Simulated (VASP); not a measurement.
# GaN: single point with PBE

Crystal: GaN.

```
CELL_PARAMETERS angstrom
3.06406 0.00000 0.00000
-1.53203 2.65355 0.00000
0.00000 0.00000 5.19542
ATOMIC_POSITIONS crystal
Ga 0.00000 0.00000 0.00000
Ga 0.00000 0.00000 0.50000
N 0.33333 0.66667 0.25000
N 0.66667 0.33333 0.75000
```

```json
{"Program": "VASP 6.6.1", "Task": "single point", "Functional": "PBE", "Potentials or basis": "VASP PAW PBE potentials, release 64 (Ga_d, N)", "Cutoff": "520 eV", "k mesh": "9 × 9 × 4", "Occupations": "gaussian, width 0.01 eV", "Spin": "no spin polarisation", "Dipole correction": "no", "Further INCAR settings": "ALGO = Normal; EDIFF = 1e-06; NBANDS = 26"}
```

- Pressure: -9.5 GPa
- Band gap on the k mesh: 0.64 eV (least direct gap 0.75 eV)

Stress tensor (GPa, compression positive):
```
 -8.89   0.00   0.00
  0.00  -8.89   0.00
  0.00   0.00 -10.73
```

Levels at points of the mesh, in eV from the valence-band top:
| k point | band 15 | band 16 | band 17 | band 18 | band 19 | band 20 | band 21 | band 22 |
| --- | --- | --- | --- | --- | --- | --- | --- | --- |
| (0.00, 0.00, 0.00) | -0.46 | -0.46 | -0.11 | -0.11 | 0.64 | 4.12 | 8.13 | 9.84 |
| (0.00, 0.00, 0.50) | -0.26 | -0.26 | -0.26 | -0.26 | 3.54 | 3.54 | 8.66 | 8.66 |

It took 35 s on 1 thread of AMD EPYC 7R43 64-Core Processor (Zen 3), with other jobs on the host, peak memory 0.13 GiB.

Caveat: the cell stands under tension; an odd mesh through Γ misses points on the zone boundary, where band edges can lie.
